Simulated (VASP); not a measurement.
# GaSb (Immm) in VASP: further runs, part 2 of 2

VASP 6.6.1. The steps go on from the part before.

### Step 4. Single point, PBE

This run uses another cell than the first one, of 24.02 Å³/atom.

The input, INCAR:

```
SYSTEM = GaSb
ALGO = Normal
EDIFF = 1E-6
ENCUT = 520
GGA = PE
ISIF = 2
ISMEAR = -1
LASPH = .True.
LCHARG = .False.
LREAL = .False.
LWAVE = .False.
NBANDS = 16
NELM = 60
PREC = Accurate
SIGMA = 0.05
```

The input, KPOINTS:

```
k-points
0
Gamma
  10 10 10
  0 0 0
```

The input, POSCAR:

```
GaSb
1.0
   -1.5896414394      2.6262100038      2.8762327681
    1.5896414394     -2.6262100038      2.8762327681
    1.5896414394      2.6262100038     -2.8762327681
Sb Ga
1 1
Direct
    0.5000000000      0.5000000000      0.0000000000
    0.0000000000      0.0000000000      0.0000000000
```

Potentials or basis: VASP PAW PBE potentials, release 64 (Sb, Ga_d).

The run is started by

```sh
$ cat potpaw_PBE.64/Sb/POTCAR potpaw_PBE.64/Ga_d/POTCAR > POTCAR
$ mpirun -np 1 vasp_std > vasp.out
```

OUTCAR:

```text
SYSTEM = GaSb
   EDIFF = 1E-6
   ENCUT = 520
   GGA = PE
   ISIF = 2
   ISMEAR = -1
   LASPH = .True.
   LREAL = .False.
   NELM = 60
   PREC = Accurate

 ion  position               nearest neighbor table
   1  0.500  0.500  0.000-   2 2.88   2 2.88   2 3.07   2 3.07   2 3.07   2 3.07
   2  0.000  0.000  0.000-   1 2.88   1 2.88   1 3.07   1 3.07   1 3.07   1 3.07

  LATTYP: Found a body centered orthorhombic cell.
 ALAT       =     3.1792828788
 B/A-ratio  =     1.6520769645
 C/A-ratio  =     1.8093594548

  Lattice vectors:

 A1 = (  -1.5896414394,   2.6262100038,   2.8762327681)
 A2 = (   1.5896414394,  -2.6262100038,   2.8762327681)
 A3 = (   1.5896414394,   2.6262100038,  -2.8762327681)

Analysis of symmetry for initial positions (statically):
=====================================================================
 Subroutine PRICEL returns:
 Original cell was already a primitive cell.

 Routine SETGRP: Setting up the symmetry group for a
 body centered orthorhombic supercell.

 Subroutine GETGRP returns: Found  8 space group operations
 (whereof  8 operations were pure point group operations)
 out of a pool of  8 trial point group operations.

The static configuration has the point symmetry D_2h.

Analysis of symmetry for dynamics (positions and initial velocities):
=====================================================================
 Subroutine PRICEL returns:
 Original cell was already a primitive cell.

 Routine SETGRP: Setting up the symmetry group for a
 body centered orthorhombic supercell.

 Subroutine GETGRP returns: Found  8 space group operations
 (whereof  8 operations were pure point group operations)
 out of a pool of  8 trial point group operations.

The dynamic configuration has the point symmetry D_2h.

 Subroutine INISYM returns: Found  8 space group operations
[... 112 lines left out ...]
   ISMEAR =    -1;   SIGMA  =   0.05  broadening in eV -4-tet -1-fermi 0-gaus
   EFERMI_NEDOS =   21; number of points for ismear=-14 and -15
   IALGO  =     38    algorithm
   IMIX   =      4    mixing-type and parameters
     AMIX     =   0.40;   BMIX     =  1.00
     AMIX_MAG =   1.60;   BMIX_MAG =  1.00
  volume/ion in A,a.u.               =      24.02       162.06
  Fermi-wavevector in a.u.,A,eV,Ry     =   1.180306  2.230456 18.954594  1.393123
  Thomas-Fermi vector in A             =   2.316601
   LORBIT       =      0    0 simple, 1 ext, 2 COOP (PROOUT), +10 PAW based schemes
   GGA     = PE    functional components
   LHFCALC =     F    Hartree Fock is set to
   AEXX    =    0.0000 exact exchange contribution
   IVDW    =     0    specifies the selected vdW correction
   LEPSILON=     F    determine dielectric tensor
   LRPA    =     F    only Hartree local field effects (RPA)
 non-spin polarized calculation
  energy-cutoff  :      520.00
  volume of cell :       48.03
 maximum number of plane-waves:      1310
   NGX = 15   NGY = 15   NGZ = 15

 number of electron      18.0000001 magnetization

 Free energy of the ion-electron system (eV)
  ---------------------------------------------------
  ext. energy  EPLUGINS =         0.00000000
  ---------------------------------------------------
  free energy    TOTEN  =        -6.98317875 eV

  energy without entropy =       -6.97668259  energy(sigma->0) =       -6.97993067

 E-fermi :   6.6234     XC(G=0): -10.2634

 val. band max:        6.6010516237   @ k =   0.1000  -0.1000   0.1000
 cond. band min:       6.6349116394   @ k =  -0.2000   0.1000  -0.0000
 fundamental gap:      0.0338600158
 Fermi energy:         6.6234164238

 k-point     1 :       0.0000    0.0000    0.0000
  band No.  band energies     occupation
      1      -8.3238      2.00000
      2      -8.2399      2.00000
      3      -8.2376      2.00000
      4      -8.2321      2.00000
      5      -8.1978      2.00000
      6      -5.3557      2.00000
[... 433 lines left out ...]
      3      -8.2428      2.00000
      4      -8.2294      2.00000
      5      -8.2129      2.00000
      6      -4.2967      2.00000
[... 8 lines left out ...]
     15      14.4150      0.00000
     16      15.8317      0.00000

 [... further k-points ...]

------------------------ aborting loop because EDIFF is reached ----------------------------------------

  FORCE on cell =-STRESS in cart. coord.  units (eV):
  Direction    XX          YY          ZZ          XY          YZ          ZX
  --------------------------------------------------------------------------------------
  -------------------------------------------------------------------------------------
  Total       -0.0164258     -0.0158040     -0.0044070      0.0000000      0.0000000      0.0000000
  in kB       -0.5479289     -0.5271879     -0.1470081      0.0000000      0.0000000      0.0000000
  external PRESSURE =      -0.4073750 kB  Pullay stress =       0.0000000 kB

 VOLUME and BASIS-vectors are now :
 -----------------------------------------------------------------------------
  energy-cutoff  :      520.00
  volume of cell :       48.03
      direct lattice vectors                 reciprocal lattice vectors
    -1.589641439  2.626210004  2.876232768     0.000000000  0.190388430  0.173838503
     1.589641439 -2.626210004  2.876232768     0.314536340  0.000000000  0.173838503
     1.589641439  2.626210004 -2.876232768     0.314536340  0.190388430  0.000000000

 POSITION                                       TOTAL-FORCE (eV/Angst)
 -----------------------------------------------------------------------------------
      0.00000      0.00000      2.87623         0.000000     -0.000000      0.000000
      0.00000      0.00000      0.00000        -0.000000      0.000000     -0.000000
 -----------------------------------------------------------------------------------
    total drift:                               -0.000000      0.000000     -0.000000

  FREE ENERGIE OF THE ION-ELECTRON SYSTEM (eV)
  ---------------------------------------------------
  free  energy   TOTEN  =        -6.9831787473 eV

  energy  without entropy=       -6.9766825862  energy(sigma->0) =       -6.97993067
```

OSZICAR:

```text
N       E                     dE             d eps       ncg     rms          rms(c)
DAV:   1     0.773921645492E+02    0.77392E+02   -0.86269E+03  5664   0.148E+03
DAV:   2    -0.142367555697E+01   -0.78816E+02   -0.76128E+02  6384   0.297E+02
DAV:   3    -0.691109060726E+01   -0.54874E+01   -0.54649E+01  6680   0.608E+01
DAV:   4    -0.699942819198E+01   -0.88338E-01   -0.88326E-01  6728   0.850E+00
DAV:   5    -0.700142656906E+01   -0.19984E-02   -0.19983E-02  7192   0.115E+00    0.233E+00
DAV:   6    -0.698547888228E+01    0.15948E-01   -0.35812E-02  7192   0.303E+00    0.131E+00
DAV:   7    -0.698318334643E+01    0.22955E-02   -0.11346E-02  8104   0.117E+00    0.229E-01
DAV:   8    -0.698316306294E+01    0.20283E-04   -0.14191E-03  7160   0.491E-01    0.399E-02
DAV:   9    -0.698317762055E+01   -0.14558E-04   -0.89986E-05  6744   0.754E-02    0.150E-02
DAV:  10    -0.698317907085E+01   -0.14503E-05   -0.49665E-06  7368   0.181E-02    0.258E-03
DAV:  11    -0.698317874734E+01    0.32351E-06   -0.51143E-07  4688   0.535E-03
   1 F= -.69831787E+01 E0= -.69799307E+01  d E =-.649616E-02
```

stdout:

```text
POSCAR found type information on POSCAR SbGa
 POSCAR found :  2 types and       2 ions
 scaLAPACK will be used
 LDA part: xc-table for (Slater+PW92), standard interpolation
 POSCAR, INCAR and KPOINTS ok, starting setup
 FFT: planning ... GRIDC
 FFT: planning ... GRID_SOFT
 FFT: planning ... GRID
 WAVECAR not read
 entering main loop
```

Run time: 43 s. Hardware: 1 thread of Intel Xeon 6975P-C (Granite Rapids), shared host; peak memory 0.27 GiB.

What came out:

```
Free energy            : -6.9832 eV
Pressure               : 0.0 GPa
Band gap on the k mesh : zero (bands 9 and 10 overlap by 4.86 eV)
```

Caveat: spin-orbit coupling is left out, which moves the levels of the heavy elements.

### Step 5. Relaxation of cell and atoms, PBE

This run uses another cell than the first one, of 24.08 Å³/atom.

The input, INCAR:

```
SYSTEM = GaSb
PREC = Accurate
ENCUT = 600
EDIFF = 1E-6
ISMEAR = -1
SIGMA = 0.05
LREAL = .FALSE.
LASPH = .TRUE.
NELM = 80
ALGO = Normal
ISIF = 3
LWAVE = .FALSE.
LCHARG = .FALSE.
GGA = PE
IBRION = 2
NSW = 80
EDIFFG = -0.005
```

The input, KPOINTS:

```
regular mesh
0
G
  10 10 10
  0 0 0
```

The input, POSCAR:

```
GaSb
1.0
   -1.5559010000      2.6750030000      2.8933130000
    1.5559010000     -2.6750030000      2.8933130000
    1.5559010000      2.6750030000     -2.8933130000
Sb Ga
1 1
Direct
    0.5000000000      0.5000000000      0.0000000000
    0.0000000000      0.0000000000      0.0000000000
```

The run is started by

```sh
$ cat potpaw_PBE.64/Sb/POTCAR potpaw_PBE.64/Ga_d/POTCAR > POTCAR
$ mpirun -np 1 vasp_std > vasp.out
```

It took 9.8 min on 1 thread of Intel Xeon 6975P-C (Granite Rapids), shared host; peak memory 0.33 GiB.

It converged, with:

- Free energy: -6.9831 eV
- Relaxed volume: 24.01 Å³/atom
- Relaxed cell: a = 4.208 Å, b = 4.208 Å, c = 4.208 Å, α = 135.67°, β = 102.66°, γ = 93.76°
- Space group after relaxing (to 0.1 Å): Immm (No. 71)
- Energy gained by relaxing: 1.9 meV/atom
- Ionic steps: 27
- Pressure after relaxing: 0.0 GPa
- Band gap on the k mesh: zero (bands 9 and 10 overlap by 4.84 eV)

Step by step:
```
step  energy change (eV)  largest force (eV/Å)  pressure (GPa)  volume (Å³)
   1              0.0000                0.0000           -0.11        48.17
   2             -0.0024                0.0000            0.02        48.05
   3             -0.0028                0.0000            0.00        47.98
   4             -0.0028                0.0000            0.08        47.96
   5             -0.0034                0.0000            0.14        48.03
   6             -0.0038                0.0000           -0.14        48.15
   7             -0.0038                0.0000           -0.17        48.13
   8             -0.0038                0.0000            0.16        47.90
   9             -0.0039                0.0000            0.01        47.99
  10             -0.0039                0.0000            0.05        47.98
  11             -0.0039                0.0000           -0.02        47.98
  12             -0.0039                0.0000            0.01        47.97
  13             -0.0039                0.0000            0.02        47.97
  14             -0.0039                0.0000            0.03        47.97
  15             -0.0039                0.0000            0.01        47.98
  16             -0.0039                0.0000            0.04        47.98
  17             -0.0039                0.0000            0.03        47.98
  18             -0.0039                0.0000            0.03        47.97
  19             -0.0039                0.0000            0.04        47.97
  20             -0.0039                0.0000           -0.02        48.02
  21             -0.0039                0.0000            0.04        48.00
  22             -0.0039                0.0000           -0.02        48.01
  23             -0.0039                0.0000            0.03        48.00
  24             -0.0039                0.0000           -0.06        48.05
  25             -0.0039                0.0000            0.02        48.03
  26             -0.0039                0.0000           -0.05        48.03
  27             -0.0039                0.0000            0.00        48.03
```

Final structure:
```
Sb Ga
1.0
    -1.58768    2.62925    2.87645
     1.58768   -2.62925    2.87645
     1.58768    2.62925   -2.87645
Sb Ga
1 1
Cartesian
  0.0000 0.0000 2.8764
  0.0000 0.0000 0.0000
```

Levels at points of the mesh, in eV from the Fermi level:
```
           k point  band 6  band 7  band 8  band 9  band 10  band 11  band 12  band 13
(0.00, 0.00, 0.00)  -11.98   -2.92   -2.06   -1.59     3.47     4.85     6.28     7.63
(0.50, 0.00, 0.00)  -10.50   -8.04   -0.10    1.56     2.33     2.84     4.29     6.47
(0.00, 0.50, 0.00)   -8.24   -6.18   -1.88   -0.38    -0.36     1.01     2.79     3.59
(0.50, 0.50, 0.00)   -8.20   -5.07   -3.14   -2.11    -1.88     3.23     4.05     6.75
(0.50, 0.50, 0.50)   -9.42   -5.82   -5.13   -4.76     2.67     6.53     9.94     9.95
```

Caveat: spin-orbit coupling is left out, which moves the levels of the heavy elements.

### Step 6. Summary

| task | cell | cutoff (eV) | gap on the mesh (eV) | pressure (GPa) |
| --- | --- | --- | --- | --- |
| single point | a = 4.083 Å, angles 134.9, 103.5, 93.5°, 2 atoms | 520 | none | 5.0 |
| single point | a = 4.140 Å, angles 134.7, 103.6, 93.5°, 2 atoms | 520 | none | 2.0 |
| single point | a = 4.207 Å, angles 135.6, 102.7, 93.7°, 2 atoms | 520 | none | 0.0 |
| relaxation of cell and atoms | relaxed from a = 4.236 Å, angles 136.9, 101.7, 93.9°, 2 atoms | 600 | none | 0.0 |

Alike in all rows: level PBE; potentials or basis VASP PAW PBE potentials, release 64 (Sb, Ga_d); no spin polarisation; k mesh 10 × 10 × 10; smearing fermi-dirac 0.05 eV.

Caveats: spin-orbit coupling is left out, which moves the levels of the heavy elements; the cell stands under pressure (at least some runs).

Total energies depend on the potentials used, so only differences within one code and one set of settings carry meaning.

The gap in the log of VASP goes by the Fermi energy; the results here count the filled bands.